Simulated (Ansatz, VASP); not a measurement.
# Two plane-wave programs on MgO

INCAR

```
SYSTEM = MgO
PREC = Accurate ; ENCUT = 520
EDIFF = 1E-7 ; ISMEAR = 0
SIGMA = 0.05 ; LREAL = .False.
LASPH = .True. ; NELM = 60
ALGO = Normal ; ISIF = 2
LWAVE = .False. ; LCHARG = .False.
GGA = PS ; NBANDS = 16
```

KPOINTS

```
Automatic mesh
0
Gamma
  9 9 6
  0 0 0
```

The input POSCAR:

```
MgO
1.0
    3.3783000000      0.0000000000      0.0000000000
   -1.6891500000      2.9256936216      0.0000000000
    0.0000000000      0.0000000000      3.9850000000
Mg O
2 2
Direct
    0.6666666667      0.3333333333      0.7500000000
    0.3333333333      0.6666666667      0.2500000000
    0.6666666667      0.3333333333      0.2500000000
    0.3333333333      0.6666666667      0.7500000000
```

Input for Ansatz:

```yaml
crystal:
  lattice:
    - [3.3783, 0.0, 0.0]
    - [-1.68915, 2.9256936216, 0.0]
    - [0.0, 0.0, 3.985]
  atoms:
    - { symbol: Mg, position: [0.6666666667, 0.3333333333, 0.75] }
    - { symbol: Mg, position: [0.3333333333, 0.6666666667, 0.25] }
    - { symbol: O, position: [0.6666666667, 0.3333333333, 0.25] }
    - { symbol: O, position: [0.3333333333, 0.6666666667, 0.75] }
basis:
  ecutwfc: 520.0
kpoints:
  mp_grid: { grid: [9, 9, 6] }
hamiltonian:
  xc: pbesol
  pseudopotentials: { kind: paw, azcp: { folder: soft_1 } }
scf:
  occupations: { method: gaussian, width: 0.05 }
output:
  forces: true
  stress: true
  eigenvalues: true
```

Alike in both runs: task single point; functional PBEsol; k mesh 9 × 9 × 6; occupations gaussian, width 0.05 eV; no spin polarisation.

|  | VASP | Ansatz |
| --- | --- | --- |
| version | VASP 6.6.1 | Ansatz 0.2.0 |
| potentials or method | VASP PAW PBE potentials, release 64 (Mg, O), cutoff 520 eV | scalar-relativistic, plane waves, PAW |
| valence electrons in the cell | 16 | 32 |

VASP gave:

```
gap on the k mesh at the Fermi level (eV)                     : 3.88
least direct gap on the mesh (eV)                             : 3.88
pressure (GPa)                                                : 19.9
traceless stress, the component that is largest in VASP (GPa) : 4.73
```

Estimate Ansatz's values.

gap on the k mesh at the Fermi level (eV): 3.89; least direct gap on the mesh (eV): 3.89; pressure (GPa): 20.0; traceless stress, the component that is largest in VASP (GPa): 4.79.

VASP's potentials were made for PBE, not for PBEsol, and Ansatz warns of the same on its side. VASP's potentials hold 16 valence electrons a cell and Ansatz's 32, so a difference there can come from the potentials and not from the codes.
